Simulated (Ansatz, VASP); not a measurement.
## HfO2: VASP beside Ansatz

The input INCAR:

```
SYSTEM = HfO2
  PREC = Accurate
  ENCUT = 600
  EDIFF = 1E-6
  ISMEAR = 0
  SIGMA = 0.01
  LREAL = .False.
  LASPH = .True.
  NELM = 60
  ALGO = Normal
  ISIF = 3
  LWAVE = .False.
  LCHARG = .False.
  GGA = PE
  IBRION = 2
  NSW = 80
  EDIFFG = -0.001
```

Contents of KPOINTS:

```
Automatic mesh
0
Gamma
  8 8 8
  0 0 0
```

The input POSCAR:

```
HfO2
1.0
   -2.0092942631      2.0092942631      5.3227088938
    2.0092942631     -2.0092942631      5.3227088938
    2.0092942631      2.0092942631     -5.3227088938
Hf O
2 4
Direct
    0.0000000000      0.0000000000      0.0000000000
    0.7500000000      0.2500000000      0.5000000000
    0.7982903604      0.7982903604      0.0000000000
    0.9517096396      0.4517096396      0.5000000000
    0.5482903604      0.0482903604      0.5000000000
    0.2017096396      0.2017096396      0.0000000000
```

Input for Ansatz:

```yaml
crystal:
  lattice:
    - [-2.0092942631, 2.0092942631, 5.3227088938]
    - [2.0092942631, -2.0092942631, 5.3227088938]
    - [2.0092942631, 2.0092942631, -5.3227088938]
  atoms:
    - { symbol: Hf, position: [0.0, 0.0, 0.0] }
    - { symbol: Hf, position: [0.75, 0.25, 0.5] }
    - { symbol: O, position: [0.7982903604, 0.7982903604, 0.0] }
    - { symbol: O, position: [0.9517096396, 0.4517096396, 0.5] }
    - { symbol: O, position: [0.5482903604, 0.0482903604, 0.5] }
    - { symbol: O, position: [0.2017096396, 0.2017096396, 0.0] }
basis:
  ecutwfc: 420
kpoints:
  mp_grid: { grid: [8, 8, 8] }
hamiltonian:
  xc: pbe
scf:
  occupations: { method: fixed }
output:
  forces: true
  stress: true
  eigenvalues: true
relax:
  adjacent_minimum: "off"
  f_tol: 0.001
  max_steps: 60
  cell: { stress_tol: 0.01 }
```

Alike in both runs: task relaxation of cell and atoms; functional PBE; k mesh 8 × 8 × 8; no spin polarisation.

```csv
,VASP,Ansatz
version,VASP 6.6.1,Ansatz 0.2.0
potentials or method,"VASP PAW PBE potentials, release 64 (Hf_pv, O), cutoff 600 eV","scalar-relativistic, plane waves, PAW"
occupations,"gaussian, width 0.01 eV",fixed
valence electrons in the cell,44,76
```

VASP gave:

| Property | Result |
| --- | --- |
| gap on the k mesh at the Fermi level, each at its own relaxed structure (eV) | 4.44 |
| relaxed volume (Å³/atom) | 14.13 |
| relaxed cell length with the largest relative difference (Å) | 5.998 |

Problem. What did Ansatz give for the same quantities?

Solution. gap on the k mesh at the Fermi level, each at its own relaxed structure (eV): 4.43; relaxed volume (Å³/atom): 14.33; relaxed cell length with the largest relative difference (Å): 6.034.

VASP's potentials hold 44 valence electrons a cell and Ansatz's 76, so a difference there can come from the potentials and not from the codes.

Neither program's run includes spin-orbit coupling.
